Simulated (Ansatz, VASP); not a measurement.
# Mo in VASP and in Ansatz

```
Mo
1.0
     2.77427    0.00000    0.00000
    -1.38714    2.40259    0.00000
     0.00000    0.00000   19.29647
Mo
8
Direct
  0.00000 0.00000 0.68723
  0.33333 0.66667 0.81168
  0.66667 0.33333 0.93690
  0.33333 0.66667 0.06310
  0.66667 0.33333 0.18832
  0.00000 0.00000 0.31277
  0.33333 0.66667 0.43756
  0.66667 0.33333 0.56244
```

Alike in both runs: functional PBE; k mesh 18 × 18 × 2; occupations gaussian, width 0.1 eV; no spin polarisation.

Ansatz relaxed the structure, and its values are those at the end. VASP's run is a single point on that final structure, the one shown.

|  | VASP | Ansatz |
| --- | --- | --- |
| version | VASP 6.6.1 | Ansatz 0.2.0 |
| potentials or method | VASP PAW PBE potentials, release 64 (Mo_sv), cutoff 520 eV | scalar-relativistic, plane waves, PAW |
| valence electrons in the cell | 112 | 112 |

|  | VASP | Ansatz | Ansatz less VASP |
| --- | --- | --- | --- |
| gap on the k mesh at the Fermi level (eV) | none | none | - |
| pressure (GPa) | 0.5 | 0.0 | -0.45 |

A gap of «none» marks a metal or a gap that the smearing closes.
